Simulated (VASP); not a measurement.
Al, 1 atom in the cell. The structure is cubic, space group Fm-3m (No. 225). The conventional cell has a = 4.040 Å, b = 4.040 Å, c = 4.040 Å, α = 90.00°, β = 90.00°, γ = 90.00°. Within 3.8 Å of Al (site symmetry m-3m) lie 12 Al at 2.86 Å. 

```yaml
Program: VASP 6.6.1
Task: relaxation of cell and atoms
Functional: PBE
Potentials_or_basis: VASP PAW PBE potentials, release 64 (Al)
Cutoff: 600 eV
k_mesh: 18 × 18 × 18
Occupations: fermi-dirac, width 0.05 eV
Spin: no spin polarisation
Dipole_correction: no
Further_INCAR_settings: ALGO = Normal; EDIFF = 1e-07; IBRION = 2; EDIFFG = -0.005; NSW = 60; ISIF = 3
```

Potentials or basis: VASP PAW PBE potentials, release 64 (Al).

Command:

```sh
$ cat potpaw_PBE.64/Al/POTCAR > POTCAR
$ mpirun -np 1 vasp_std > vasp.out
```

Hardware: 1 thread of Intel(R) Xeon(R) Platinum 8259CL CPU @ 2.50GHz (Skylake/Cascade Lake) (shared host).

Question: How long does it take, and how much memory?

Answer: Run time: 8.1 s on 1 thread of Intel(R) Xeon(R) Platinum 8259CL CPU @ 2.50GHz (Skylake/Cascade Lake), with other jobs on the host, peak memory 0.14 GiB. Counts: scf iterations 11, k points 195, ion steps 1.
